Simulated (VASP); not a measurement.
# Mo4C in VASP: relaxation of the atoms with PBEsol

Aim: the relaxation of the atoms of Mo4C with PBEsol.

All numbers are computed with VASP 6.6.1; they aren't measurements. Logs are shortened: lines on timing, memory, paths and dates and some standing lists are left out, and cuts for length are marked.

## (1) The cell of the first run

The cell holds a slab with vacuum, 5 atoms: a = 3.129 Å, b = 3.129 Å, c = 20.043 Å, α = 90.00°, β = 90.00°, γ = 90.00°.

## (2) Relaxation of the atoms, PBEsol

File INCAR:

```
ALGO = Normal ; DIPOL = 0.5 0.5 0.360
EDIFF = 1E-6 ; EDIFFG = -0.025
ENCUT = 520 ; GGA = PS
IBRION = 2 ; IDIPOL = 3
ISIF = 2 ; ISMEAR = 0
LASPH = T ; LCHARG = F
LDIPOL = T ; LREAL = F
LWAVE = F ; NELM = 80
NSW = 36 ; PREC = Accurate
SIGMA = 0.1
```

File KPOINTS:

```
k-points
0
Gamma
  9 9 1
```

File POSCAR:

```
Mo4C
1.0
    3.1294301618      0.0000000000      0.0000000000
    0.0000000000      3.1294301618      0.0000000000
    0.0000000000      0.0000000000     20.0433475010
Mo C
4 1
Selective dynamics
Direct
    0.5000000000      0.5000000000      0.1995674625  F F F
    0.0000000000      0.0000000000      0.2776340170  F F F
    0.5000000000      0.5000000000      0.3579998479  F F F
    0.0000000000      0.0000000000      0.4262435454  F F F
    0.0000000000      0.0000000000      0.5409948363  F F T
```

Potentials or basis: VASP PAW PBE potentials, release 64 (Mo_sv, C).

Run with:

```sh
> cat potpaw_PBE.64/Mo_sv/POTCAR potpaw_PBE.64/C/POTCAR > POTCAR
> mpirun -np 1 vasp_std > vasp.out
```

OUTCAR:

```text
EDIFF = 1E-6
   EDIFFG = -0.025
   ENCUT = 520
   GGA = PS
   IBRION = 2
   ISIF = 2
   ISMEAR = 0
   LASPH = T
   LREAL = F
   NELM = 80
   NSW = 36
   PREC = Accurate

 ion  position               nearest neighbor table
   1  0.500  0.500  0.200-   2 2.71   2 2.71   2 2.71   2 2.71   3 3.18
   2  0.000  0.000  0.278-   1 2.71   1 2.71   1 2.71   1 2.71   3 2.74   3 2.74   3 2.74   3 2.74
                             4 2.98
   3  0.500  0.500  0.358-   4 2.60   4 2.60   4 2.60   4 2.60   2 2.74   2 2.74   2 2.74   2 2.74
                             1 3.18
   4  0.000  0.000  0.426-   5 2.30   3 2.60   3 2.60   3 2.60   3 2.60   2 2.98
   5  0.000  0.000  0.541-   4 2.30

  LATTYP: Found a simple tetragonal cell.
 ALAT       =     3.1294301618
 C/A-ratio  =     6.4047914364

  Lattice vectors:

 A1 = (   3.1294301618,   0.0000000000,   0.0000000000)
 A2 = (   0.0000000000,   3.1294301618,   0.0000000000)
 A3 = (   0.0000000000,   0.0000000000,  20.0433475010)

Analysis of symmetry for initial positions (statically):
=====================================================================
 Subroutine PRICEL returns:
 Original cell was already a primitive cell.

 Routine SETGRP: Setting up the symmetry group for a
 simple tetragonal supercell.

 Subroutine GETGRP returns: Found  8 space group operations
 (whereof  8 operations were pure point group operations)
 out of a pool of 16 trial point group operations.

The static configuration has the point symmetry C_4v.

Analysis of symmetry for dynamics (positions and initial velocities):
=====================================================================
 Subroutine PRICEL returns:
 Original cell was already a primitive cell.

 Routine SETGRP: Setting up the symmetry group for a
 simple tetragonal supercell.

 Subroutine GETGRP returns: Found  8 space group operations
 (whereof  8 operations were pure point group operations)
 out of a pool of 16 trial point group operations.

The dynamic configuration has the point symmetry C_4v.

Analysis of constrained symmetry for selective dynamics:
=====================================================================
 Subroutine PRICEL returns:
 Original cell was already a primitive cell.

 Routine SETGRP: Setting up the symmetry group for a
 simple tetragonal supercell.

 Subroutine GETGRP returns: Found  8 space group operations
[... 127 lines left out ...]
   IVDW    =     0    specifies the selected vdW correction
   LEPSILON=     F    determine dielectric tensor
   LRPA    =     F    only Hartree local field effects (RPA)
 conjugate gradient relaxation of ions
 non-spin polarized calculation
 Gauss-broadening in eV      SIGMA  =   0.10
  energy-cutoff  :      520.00
  volume of cell :      196.29
 maximum number of plane-waves:      5322
 NGX is ok and might be reduce to    24
   NGX = 11   NGY = 11   NGZ = 75

--------------------------------------- Ionic step        1  -------------------------------------------

 number of electron      59.9999998 magnetization

 Free energy of the ion-electron system (eV)
  ---------------------------------------------------
  ext. energy  EPLUGINS =         0.00000000
  ---------------------------------------------------
  free energy    TOTEN  =       -47.17240163 eV

  energy without entropy =      -47.11836856  energy(sigma->0) =      -47.14538509

------------------------ aborting loop because EDIFF is reached ----------------------------------------

  FORCE on cell =-STRESS in cart. coord.  units (eV):
  Direction    XX          YY          ZZ          XY          YZ          ZX
  --------------------------------------------------------------------------------------
  -------------------------------------------------------------------------------------
  Total       -5.8975197     -5.8975197     -9.0782544      0.0000000      0.0000000      0.0000000
  in kB      -48.1370195    -48.1370195    -74.0989661      0.0000000      0.0000000      0.0000000
  external PRESSURE =     -56.7910017 kB  Pullay stress =       0.0000000 kB
[... 98 lines left out ...]
  FREE ENERGIE OF THE ION-ELECTRON SYSTEM (eV)
  ---------------------------------------------------
  free  energy   TOTEN  =       -47.9808818951 eV

  energy  without entropy=      -47.9469175351  energy(sigma->0) =      -47.96389972

 dipolmoment           0.000000      0.000000     -0.424661 electrons x Angstroem

[... ionic steps 4 to 13 ...]

--------------------------------------- Ionic step       14  -------------------------------------------

 number of electron      59.9999998 magnetization

------------------------ aborting loop because EDIFF is reached ----------------------------------------
[... 73 lines left out ...]
--------------------------------------- Ionic step       16  -------------------------------------------

 number of electron      59.9999998 magnetization

 dipolmoment           0.000000      0.000000      0.155656 electrons x Angstroem

 Free energy of the ion-electron system (eV)
  ---------------------------------------------------
  ext. energy  EPLUGINS =         0.00000000
  ---------------------------------------------------
  free energy    TOTEN  =       -48.34079302 eV

  energy without entropy =      -48.30133095  energy(sigma->0) =      -48.32106198

 E-fermi :   0.6021     XC(G=0):  -5.9230

 val. band max:        0.5826070223   @ k =   0.1111   0.0000   0.0000
 cond. band min:       0.6111923822   @ k =   0.2222   0.1111   0.0000
 fundamental gap:      0.0285853598
 Fermi energy:         0.6021054859

 k-point     1 :       0.0000    0.0000    0.0000
  band No.  band energies     occupation
      1     -60.2455      2.00000
      2     -60.0428      2.00000
      3     -59.8849      2.00000
      4     -59.2983      2.00000
      5     -34.5637      2.00000
      6     -34.4697      2.00000
[... 574 lines left out ...]
     35       3.0708      0.00000
     36       3.2236      0.00000

------------------------ aborting loop because EDIFF is reached ----------------------------------------

 vacuum level on the upper side and lower side of the slab       (xc-potential included)         1.302        -1.564

  FORCE on cell =-STRESS in cart. coord.  units (eV):
  Direction    XX          YY          ZZ          XY          YZ          ZX
  --------------------------------------------------------------------------------------
  -------------------------------------------------------------------------------------
  Total       -3.5367512     -3.5367512     -0.7717165      0.0000000      0.0000000      0.0000000
  in kB      -28.8678415    -28.8678415     -6.2989418      0.0000000      0.0000000      0.0000000
  external PRESSURE =     -21.3448749 kB  Pullay stress =       0.0000000 kB
[... 20 lines left out ...]
  FREE ENERGIE OF THE ION-ELECTRON SYSTEM (eV)
  ---------------------------------------------------
  free  energy   TOTEN  =       -48.3407930209 eV

  energy  without entropy=      -48.3013309474  energy(sigma->0) =      -48.32106198

 reached required accuracy - stopping structural energy minimisation

 vacuum level on the upper side and lower side of the slab         7.326         4.394
```

CONTCAR:

```text
Mo4C
   1.00000000000000
     3.1294301618000002    0.0000000000000000    0.0000000000000000
     0.0000000000000000    3.1294301618000002    0.0000000000000000
     0.0000000000000000    0.0000000000000000   20.0433475009999995
  Mo              C
     4     1
Selective dynamics
Direct
     0.5000000000000000    0.5000000000000000    0.1995674624999992   F   F   F
     0.0000000000000000    0.0000000000000000    0.2776340169999969   F   F   F
     0.5000000000000000    0.5000000000000000    0.3579998478999968   F   F   F
     0.0000000000000000    0.0000000000000000    0.4262435453999984   F   F   F
     0.0000000000000000    0.0000000000000000    0.5172104040634030   F   F   T

  0.00000000E+00  0.00000000E+00  0.00000000E+00
  0.00000000E+00  0.00000000E+00  0.00000000E+00
  0.00000000E+00  0.00000000E+00  0.00000000E+00
  0.00000000E+00  0.00000000E+00  0.00000000E+00
  0.00000000E+00  0.00000000E+00  0.00000000E+00
```

It took 15 min on 1 thread of Intel Xeon Platinum 8488C (Sapphire Rapids), shared host; peak memory 0.33 GiB.

What came out:

```
Free energy               : -48.3408 eV
Energy gained by relaxing : 233.7 meV/atom
Ionic steps               : 16
Band gap on the k mesh    : zero (bands 30 and 31 overlap by 0.34 eV)
```

Step by step:
```
step  energy change (eV)  largest force on free atoms (eV/Å)  pressure (GPa)
   1              0.0000                              3.3073           -5.68
   2             -0.5207                              3.1366           -5.01
   3             -0.8085                              5.0837            0.87
   4             -1.0147                              2.0510           -3.71
   5             -1.1664                              0.2987           -1.93
   6             -1.1681                              0.1011           -2.20
   7             -1.1681                              0.0983           -2.20
   8             -1.1682                              0.0876           -2.19
   9             -1.1682                              0.0873           -2.19
  10             -1.1682                              0.0892           -2.19
  11             -1.1682                              0.0848           -2.19
  12             -1.1682                              0.0829           -2.19
  13             -1.1682                              0.0771           -2.18
  14             -1.1683                              0.0661           -2.18
  15             -1.1684                              0.0420           -2.16
  16             -1.1684                              0.0053           -2.13
```

Final structure:
```yaml
crystal:
  lattice:
    - [3.12943, 0.00000, 0.00000]
    - [0.00000, 3.12943, 0.00000]
    - [0.00000, 0.00000, 20.04335]
  atoms:
    - { symbol: Mo, position: [0.50000, 0.50000, 0.19957] }
    - { symbol: Mo, position: [0.00000, 0.00000, 0.27763] }
    - { symbol: Mo, position: [0.50000, 0.50000, 0.35800] }
    - { symbol: Mo, position: [0.00000, 0.00000, 0.42624] }
    - { symbol: C, position: [0.00000, 0.00000, 0.51721] }
```

Caveat: the PAW data sets were made with another functional, which shifts forces and pressure a little.
